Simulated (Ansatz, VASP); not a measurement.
Si2Mo: VASP beside Ansatz

```
Si Mo
1.0
     4.58547    0.00000    0.00000
    -2.29274    3.97113    0.00000
     0.00000    0.00000    6.57976
Si Mo
6 3
Direct
  0.16387 0.83613 0.83333
  0.32775 0.16387 0.16667
  0.83613 0.67225 0.50000
  0.83613 0.16387 0.83333
  0.67225 0.83613 0.16667
  0.16387 0.32775 0.50000
  0.50000 0.00000 0.50000
  0.00000 0.50000 0.16667
  0.50000 0.50000 0.83333
```

Alike in both runs: task single point; functional PBEsol; k mesh 6 × 6 × 4; occupations gaussian, width 0.1 eV; no spin polarisation.

|  | VASP | Ansatz |
| --- | --- | --- |
| version | VASP 6.6.1 | Ansatz 0.2.0 |
| potentials or method | VASP PAW PBE potentials, release 64 (Si, Mo_sv), cutoff 520 eV | scalar-relativistic, plane waves, PAW |
| valence electrons in the cell | 66 | 66 |

|  | VASP | Ansatz | Ansatz less VASP |
| --- | --- | --- | --- |
| gap on the k mesh at the Fermi level (eV) | 0.04 | 0.04 | +0.003 |
| least direct gap on the mesh (eV) | 0.53 | 0.53 | +0.001 |
| pressure (GPa) | -1.1 | -1.5 | -0.33 |
| rms of the force components (eV/Å) | 0.018 | 0.019 | +0.0011 |

VASP's potentials were made for PBE, not for PBEsol, and Ansatz warns of the same on its side. Atom by atom the forces differ by 0.001 eV/Å (rms over components).
